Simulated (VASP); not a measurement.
Ta4C3: single point with r2SCAN

The system is Ta4C3.

```xyz
7
Lattice="4.4248 0.0000 0.0000 0.0000 4.4248 0.0000 0.0000 0.0000 4.4248" Properties=species:S:1:pos:R:3 pbc="T T T"
Ta    0.0000    2.2124    2.2124
Ta    2.2124    0.0000    2.2124
Ta    2.2124    2.2124    0.0000
Ta    0.0000    0.0000    0.0000
C     2.2124    0.0000    0.1500
C     0.0000    2.2124    0.1500
C     0.0000    0.0000    2.3624
```

This cell differs from its parent crystal: all C atoms moved -0.150 Å, as atom 5 towards its neighbour atom 2 (Ta) at 2.212 Å.

| Item | Value |
| --- | --- |
| Program | VASP 6.6.1 |
| Task | single point |
| Functional | r2SCAN |
| Potentials or basis | VASP PAW PBE potentials, release 64 (Ta_pv, C) |
| Cutoff | 520 eV |
| k mesh | 10 × 10 × 10 |
| Occupations | gaussian, width 0.15 eV |
| Spin | no spin polarisation |
| Dipole correction | no |
| Further INCAR settings | ALGO = Normal; EDIFF = 1e-06; NBANDS = 37 |

```yaml
Pressure: 3.8 GPa
Largest_force: 2.229 eV/Å
Band_gap_on_the_k_mesh: zero (bands 28 and 29 overlap by 0.93 eV)
```

Forces on the atoms (eV/Å):
```
Ta   0.000  0.000  2.075
Ta   0.000  0.000  2.075
Ta   0.000  0.000  0.428
Ta   0.000  0.000  1.465
C    0.000  0.000 -1.907
C    0.000  0.000 -1.907
C    0.000  0.000 -2.229
```

Stress tensor (GPa, compression positive):
```
0.83 0.00 0.00
0.00 0.83 0.00
0.00 0.00 9.72
```

Levels at points of the mesh, in eV from the Fermi level:
| k point | band 25 | band 26 | band 27 | band 28 | band 29 | band 30 | band 31 | band 32 |
| --- | --- | --- | --- | --- | --- | --- | --- | --- |
| (0.00, 0.00, 0.00) | -1.48 | -1.31 | -1.03 | -1.03 | -0.45 | 0.36 | 0.36 | 1.48 |
| (0.50, 0.00, 0.00) | -2.21 | -2.15 | -1.41 | 0.20 | 0.38 | 0.81 | 1.85 | 2.23 |
| (0.00, 0.00, 0.50) | -2.21 | -2.17 | -2.17 | 0.32 | 0.32 | 0.78 | 2.06 | 2.74 |
| (0.50, 0.50, 0.00) | -2.07 | -1.76 | -0.40 | -0.40 | 1.85 | 1.85 | 1.92 | 2.19 |
| (0.00, 0.50, 0.50) | -2.03 | -1.79 | -0.45 | -0.36 | 1.80 | 1.84 | 1.97 | 2.21 |
| (0.50, 0.50, 0.50) | -1.15 | -1.15 | -1.09 | -0.38 | 3.50 | 3.50 | 3.51 | 3.55 |

Run time: 12 min on 1 thread of Intel(R) Xeon(R) Platinum 8488C (Sapphire Rapids), on a shared host, peak memory 0.44 GiB.

Caveat: the cell differs from its parent crystal (all C atoms moved -0.150 Å, as atom 5 towards its neighbour atom 2 (Ta) at 2.212 Å); the cell stands under pressure; the PAW data sets were made with another functional, which shifts forces and pressure a little; spin-orbit coupling is left out, which moves the levels of the heavy elements.
